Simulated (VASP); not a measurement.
Wanted: the native input for a VASP 6.6.1 run.

```
Task                   : single point
Functional             : PBEsol
Dispersion             : D4
Potentials or basis    : VASP PAW PBE potentials, release 64 (Pd)
Cutoff                 : 500 eV
k mesh                 : 18 × 18 × 18
Occupations            : gaussian, width 0.1 eV
Spin                   : no spin polarisation
Dipole correction      : no
Further INCAR settings : ALGO = Normal; EDIFF = 1e-06; NBANDS = 11
```

The structure of Pd lies in POSCAR:

```
Pd
1.0
    0.0000000000      1.9282490071      1.9282490071
    1.9282490071      0.0000000000      1.9282490071
    1.9282490071      1.9282490071      0.0000000000
Pd
1
Direct
    0.0000000000      0.0000000000      0.0000000000
```

One way to write it, as run:

INCAR

```
SYSTEM = Pd
ALGO = Normal ; EDIFF = 1E-6
ENCUT = 500 ; GGA = PS
GGA_COMPAT = .False. ; ISIF = 2
ISMEAR = 0 ; IVDW = 13
LASPH = .True. ; LCHARG = .False.
LREAL = .False. ; LWAVE = .False.
NBANDS = 11 ; NELM = 120
PREC = Accurate ; SIGMA = 0.1
```

KPOINTS

```
k-points
0
Gamma
  18 18 18
  0 0 0
```

Potentials or basis: VASP PAW PBE potentials, release 64 (Pd).

Command:

```bash
$ cat potpaw_PBE.64/Pd/POTCAR > POTCAR
$ mpirun -np 1 vasp_std > vasp.out
```

It gave:

| Item | Value |
| --- | --- |
| Pressure | -0.3 GPa |
| Band gap on the k mesh | zero (band 5 reaches 10.42 eV, above the bottom of band 6 at 8.76 eV) |
| Dispersion energy per atom | -0.294 eV |

Caveat: the PAW data sets were made with another functional, which shifts forces and pressure a little; pairwise dispersion overbinds metals, which lowers pressure and volume.

It took 14 s on 1 thread of Intel(R) Xeon(R) Platinum 8375C CPU @ 2.90GHz (Ice Lake) (shared host), peak memory 0.15 GiB.
